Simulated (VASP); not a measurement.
# ZnSe (F-43m) in VASP: further runs, part 2 of 2

VASP 6.6.1. The steps go on from the part before.

### Step 3. Vibrations by perturbation theory, LDA

This run uses another cell than the first one, of 22.60 Å³/atom.

Contents of INCAR:

```
PREC = Accurate
ENCUT = 520
EDIFF = 1E-8
ISMEAR = 0
SIGMA = 0.01
LREAL = F
LASPH = T
NELM = 80
ALGO = Normal
ISIF = 2
LWAVE = F
LCHARG = T
NBANDS = 16
IBRION = 8
NSW = 1
LEPSILON = T
```

Contents of KPOINTS:

```
regular mesh
0
Gamma
  8 8 8
```

Contents of POSCAR:

```
ZnSe
1.0
    0.0000000000      2.8271998479      2.8271998479
    2.8271998479      0.0000000000      2.8271998479
    2.8271998479      2.8271998479      0.0000000000
Zn Se
1 1
Direct
    0.0000000000      0.0000000000      0.0000000000
    0.7500000000      0.7500000000      0.7500000000
```

Potentials or basis: VASP PAW LDA potentials, release 64 (Zn, Se).

Command:

```bash
> cat potpaw_LDA.64/Zn/POTCAR potpaw_LDA.64/Se/POTCAR > POTCAR
> mpirun -np 1 vasp_std > vasp.out
```

OUTCAR:

```text
PREC = Accurate
   ENCUT = 520
   EDIFF = 1E-8
   ISMEAR = 0
   LREAL = F
   LASPH = T
   NELM = 80
   ISIF = 2
   IBRION = 8
   NSW = 1
   LEPSILON = T

 ion  position               nearest neighbor table
   1  0.000  0.000  0.000-   2 2.45   2 2.45   2 2.45   2 2.45
   2  0.750  0.750  0.750-   1 2.45   1 2.45   1 2.45   1 2.45

  LATTYP: Found a face centered cubic cell.
 ALAT       =     5.6543996958
[... 784 lines left out ...]
      0.000000  0.000000  0.000000     0.000000    0.740147    0.000000
      4.240800  4.240800  4.240800     0.000000   -0.672445    0.000000
[... 21 lines left out ...]
   6 f/i=    0.004983 THz     0.031306 2PiTHz    0.166200 cm-1     0.020606 meV
             X         Y         Z           dx          dy          dz
      0.000000  0.000000  0.000000     0.000000    0.000000   -0.672445
      4.240800  4.240800  4.240800     0.000000    0.000000   -0.740147

--------------------------------------------------------------------------------------------------------

 MACROSCOPIC STATIC DIELECTRIC TENSOR IONIC CONTRIBUTION
 ------------------------------------------------------
           3.201046    -0.000000    -0.000000
          -0.000000     3.201046     0.000000
          -0.000000     0.000000     3.201046
 ------------------------------------------------------

 ELASTIC MODULI CONTR FROM IONIC RELAXATION (kBar)
 Direction    XX          YY          ZZ          XY          YZ          ZX
 --------------------------------------------------------------------------------
 XX          -0.0000      0.0000      0.0000      0.0000     -0.0000      0.0000
 YY           0.0000     -0.0000      0.0000      0.0000      0.0000     -0.0000
 ZZ           0.0000      0.0000     -0.0000     -0.0000      0.0000      0.0000
 XY           0.0000      0.0000     -0.0000   -138.8263      0.0000      0.0000
 YZ          -0.0000      0.0000      0.0000      0.0000   -138.8263      0.0000
 ZX           0.0000     -0.0000      0.0000      0.0000      0.0000   -138.8263
 --------------------------------------------------------------------------------

 PIEZOELECTRIC TENSOR IONIC CONTR  for field in x, y, z        (C/m^2)
          XX          YY          ZZ          XY          YZ          ZX
  --------------------------------------------------------------------------------
  x    -0.00000     0.00000     0.00000     0.00000    -0.62727     0.00000
  y     0.00000    -0.00000     0.00000     0.00000     0.00000    -0.62727
  z     0.00000     0.00000    -0.00000    -0.62727     0.00000    -0.00000
```

It took 18 min on 1 thread of AMD EPYC 7R13, shared host; peak memory 0.28 GiB.

Results:

| Property | Result |
| --- | --- |
| Electronic dielectric tensor (diagonal) | 8.53 |
| Born charges (mean of the diagonal) | Zn +2.09; Se -2.09 e |
| Highest phonon frequency at Γ, LO-TO splitting left out | 203 cm⁻¹ |

Phonon frequencies in cm⁻¹ (negative: imaginary):
```csv
q point,frequencies
"(0.000, 0.000, 0.000)",0 0 0 203 203 203
```

Electronic dielectric tensor:
```
8.53 0.00 0.00
0.00 8.53 0.00
0.00 0.00 8.53
```

Born effective charge tensors (e):
atom 1, Zn
```
2.09 0.00 0.00
0.00 2.09 0.00
0.00 0.00 2.09
```
atom 2, Se
```
-2.09  0.00  0.00
 0.00 -2.09  0.00
 0.00  0.00 -2.09
```

Caveat: the cell stands under pressure or tension, which shifts response properties.

### Step 4. Elastic constants, LDA

This run uses another cell than the first one, of 19.18 Å³/atom.

Contents of INCAR:

```
ALGO     = Normal         # electronic algorithm
EDIFF    = 1E-8           # SCF threshold, eV
ENCUT    = 600            # plane-wave cutoff, eV
GGA      = CA             # functional
IBRION   = 6              # ionic algorithm
ISIF     = 3              # what is computed and relaxed
ISMEAR   = 0              # smearing method
LASPH    = True           # aspherical terms in the spheres
LCHARG   = False          # write CHGCAR
LREAL    = False          # projectors in reciprocal space
LWAVE    = False          # write WAVECAR
NBANDS   = 16             # bands
NELM     = 60             # most SCF steps
NFREE    = 2            
NSW      = 1              # ionic steps
POTIM    = 0.015          # step
PREC     = Accurate       # precision mode
SIGMA    = 0.01           # smearing width, eV
```

Contents of KPOINTS:

```
k-points
0
Gamma
  10 10 10
```

Contents of POSCAR:

```
ZnSe
1.0
    0.0000000000      2.6768317321      2.6768317321
    2.6768317321      0.0000000000      2.6768317321
    2.6768317321      2.6768317321      0.0000000000
Zn Se
1 1
Direct
    0.0000000000      0.0000000000      0.0000000000
    0.7500000000      0.7500000000      0.7500000000
```

Command:

```bash
> cat potpaw_LDA.64/Zn/POTCAR potpaw_LDA.64/Se/POTCAR > POTCAR
> mpirun -np 1 vasp_std > vasp.out
```

Wall time 13 min (1 thread of AMD EPYC 9R45 (Zen 5), shared host); peak memory 0.42 GiB.

The run converged. Its results:

```
Elastic constants C11, C12, C44                         : 131, 99, 41 GPa
Voigt bulk modulus                                      : 110 GPa
Highest phonon frequency at Γ, LO-TO splitting left out : 267 cm⁻¹
```

Phonon frequencies in cm⁻¹ (negative: imaginary):
| q point | frequencies |
| --- | --- |
| (0.000, 0.000, 0.000) | 0 0 0 267 267 267 |

Elastic tensor in Voigt notation (GPa, in the Cartesian axes of the cell as first typed):
```
131  99  99   0   0   0
 99 131  99   0   0   0
 99  99 131   0   0   0
  0   0   0  41   0   0
  0   0   0   0  41   0
  0   0   0   0   0  41
```

Clamped-ion elastic tensor (GPa):
```
131  99  99   0   0   0
 99 131  99   0   0   0
 99  99 131   0   0   0
  0   0   0 103   0   0
  0   0   0   0 103   0
  0   0   0   0   0 103
```

Caveat: the cell is under stress, which shifts elastic constants.

### Step 5. Vibrations by perturbation theory, LDA

This run uses another cell than the first one, of 16.15 Å³/atom.

Contents of INCAR:

```
PREC = Accurate
ENCUT = 520
EDIFF = 1E-8
ISMEAR = 0
SIGMA = 0.01
LREAL = F
LASPH = T
NELM = 60
ALGO = Normal
ISIF = 2
LWAVE = F
LCHARG = T
IBRION = 8
NSW = 1
LEPSILON = T
```

Contents of KPOINTS:

```
Automatic mesh
0
Gamma
  10 10 10
```

Contents of POSCAR:

```
ZnSe
1.0
    0.0000000000      2.5276046162      2.5276046162
    2.5276046162      0.0000000000      2.5276046162
    2.5276046162      2.5276046162      0.0000000000
Zn Se
1 1
Direct
    0.0000000000      0.0000000000      0.0000000000
    0.7500000000      0.7500000000      0.7500000000
```

Potentials or basis: VASP PAW LDA potentials, release 64 (Zn, Se).

Command:

```bash
> cat potpaw_LDA.64/Zn/POTCAR potpaw_LDA.64/Se/POTCAR > POTCAR
> mpirun -np 1 vasp_std > vasp.out
```

OUTCAR:

```text
PREC = Accurate
   ENCUT = 520
   EDIFF = 1E-8
   ISMEAR = 0
   LREAL = F
   LASPH = T
   NELM = 60
   ISIF = 2
   IBRION = 8
   NSW = 1
   LEPSILON = T

 ion  position               nearest neighbor table
   1  0.000  0.000  0.000-   2 2.19   2 2.19   2 2.19   2 2.19
   2  0.750  0.750  0.750-   1 2.19   1 2.19   1 2.19   1 2.19

  LATTYP: Found a face centered cubic cell.
 ALAT       =     5.0552092324

  Lattice vectors:

 A1 = (   0.0000000000,   2.5276046162,   2.5276046162)
 A2 = (   2.5276046162,   0.0000000000,   2.5276046162)
 A3 = (   2.5276046162,   2.5276046162,   0.0000000000)

Analysis of symmetry for initial positions (statically):
=====================================================================
 Subroutine PRICEL returns:
 Original cell was already a primitive cell.
[... 683 lines left out ...]
  z     0.00000     0.00000    -0.00000    22.38920     0.00000     0.00000

 SECOND DERIVATIVES (NOT SYMMETRIZED)
 ------------------------------------
               1X          1Y          1Z          2X          2Y          2Z
  1X   -15.679319    0.000000    0.000000   15.679319    0.000000    0.000000
  1Y     0.000000  -15.679319    0.000000    0.000000   15.679319    0.000000
  1Z     0.000000    0.000000  -15.679319    0.000000    0.000000   15.679319
  2X    15.629889    0.000000    0.000000  -15.629889    0.000000    0.000000
  2Y     0.000000   15.629889    0.000000    0.000000  -15.629889    0.000000
  2Z     0.000000    0.000000   15.629889    0.000000    0.000000  -15.629889

 Eigenvectors and eigenvalues of the dynamical matrix
 ----------------------------------------------------

   1 f  =   10.343161 THz    64.987997 2PiTHz  345.010714 cm-1    42.775858 meV
             X         Y         Z           dx          dy          dz
      0.000000  0.000000  0.000000     0.000000    0.740126    0.000000
      3.791407  3.791407  3.791407     0.000000   -0.672469    0.000000
[... 21 lines left out ...]
   6 f/i=    0.008127 THz     0.051066 2PiTHz    0.271101 cm-1     0.033612 meV
             X         Y         Z           dx          dy          dz
      0.000000  0.000000  0.000000     0.000000    0.000000   -0.672469
      3.791407  3.791407  3.791407     0.000000    0.000000   -0.740126

--------------------------------------------------------------------------------------------------------

 MACROSCOPIC STATIC DIELECTRIC TENSOR IONIC CONTRIBUTION
 ------------------------------------------------------
           0.805577    -0.000000    -0.000000
          -0.000000     0.805577     0.000000
          -0.000000     0.000000     0.805577
 ------------------------------------------------------

 ELASTIC MODULI CONTR FROM IONIC RELAXATION (kBar)
 Direction    XX          YY          ZZ          XY          YZ          ZX
 --------------------------------------------------------------------------------
 XX          -0.0000      0.0000      0.0000     -0.0000      0.0000     -0.0000
 YY           0.0000     -0.0000      0.0000     -0.0000     -0.0000      0.0000
 ZZ           0.0000      0.0000     -0.0000      0.0000     -0.0000     -0.0000
 XY          -0.0000     -0.0000      0.0000  -1589.0277      0.0000     -0.0000
 YZ           0.0000     -0.0000     -0.0000      0.0000  -1589.0277      0.0000
 ZX          -0.0000      0.0000     -0.0000     -0.0000      0.0000  -1589.0277
 --------------------------------------------------------------------------------

 PIEZOELECTRIC TENSOR IONIC CONTR  for field in x, y, z        (C/m^2)
          XX          YY          ZZ          XY          YZ          ZX
  --------------------------------------------------------------------------------
  x     0.00000    -0.00000    -0.00000     0.00000    -1.06461     0.00000
  y    -0.00000     0.00000    -0.00000    -0.00000     0.00000    -1.06461
  z    -0.00000    -0.00000     0.00000    -1.06461     0.00000    -0.00000
```

Run time: 14 min. Hardware: 1 thread of Intel Xeon 8259CL, shared host; peak memory 0.32 GiB.

Results:

```yaml
Electronic_dielectric_tensor_diagonal: 7.34
Born_charges_mean_of_the_diagonal: Zn +1.50; Se -1.50 e
Highest_phonon_frequency_at_Γ_LO-TO_splitting_left_out: 345 cm⁻¹
```

Phonon frequencies in cm⁻¹ (negative: imaginary):
```csv
q point,frequencies
"(0.000, 0.000, 0.000)",0 0 0 345 345 345
```

Electronic dielectric tensor:
```
7.34 0.00 0.00
0.00 7.34 0.00
0.00 0.00 7.34
```

Born effective charge tensors (e):
atom 1, Zn
```
1.50 0.00 0.00
0.00 1.50 0.00
0.00 0.00 1.50
```
atom 2, Se
```
-1.50  0.00  0.00
 0.00 -1.50  0.00
 0.00  0.00 -1.50
```

Caveat: the cell stands under pressure or tension, which shifts response properties.
